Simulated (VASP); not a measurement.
BaMnO3:

```xyz
5
Lattice="4.0333 0.0000 0.0000 0.0000 4.0333 0.0000 0.0000 0.0000 4.0333" Properties=species:S:1:pos:R:3 pbc="T T T"
Ba    2.0167    2.0167    2.0167
Mn    0.0000    0.0000    0.0000
O     2.0167    0.0000    0.0000
O     0.0000    0.0000    2.0167
O     0.0000    2.0167    0.0000
```

Base run:

* Program: VASP 6.6.1
* Functional: LDA
* Potentials or basis: VASP PAW LDA potentials, release 64 (Ba_sv, Mn_pv, O)
* Cutoff: 600 eV
* k mesh: 5 × 5 × 5
* Occupations: fermi-dirac, width 0.1 eV
* Spin: collinear spin, ferromagnetic start
* Starting moments: [0.0, 4.0, 0.0, 0.0, 0.0] μB
* Hubbard terms: Mn d U = 4.5 eV

Its results: pressure -10.8 GPa; net moment 3.10 μB per cell; site moments Ba +0.01; Mn +3.66; O -0.20 μB.

The run is repeated on the same cell with these changes: hubbard terms from Mn d U = 4.5 eV to Mn d U = 6.0 eV. What comes out?

Pressure -8.5 GPa; net moment 3.06 μB per cell; site moments Ba +0.01; Mn +3.85; O -0.26 μB.

Caveats: the cell stands under tension; a cell with one magnetic atom can't hold antiferromagnetic order, which such compounds often take.
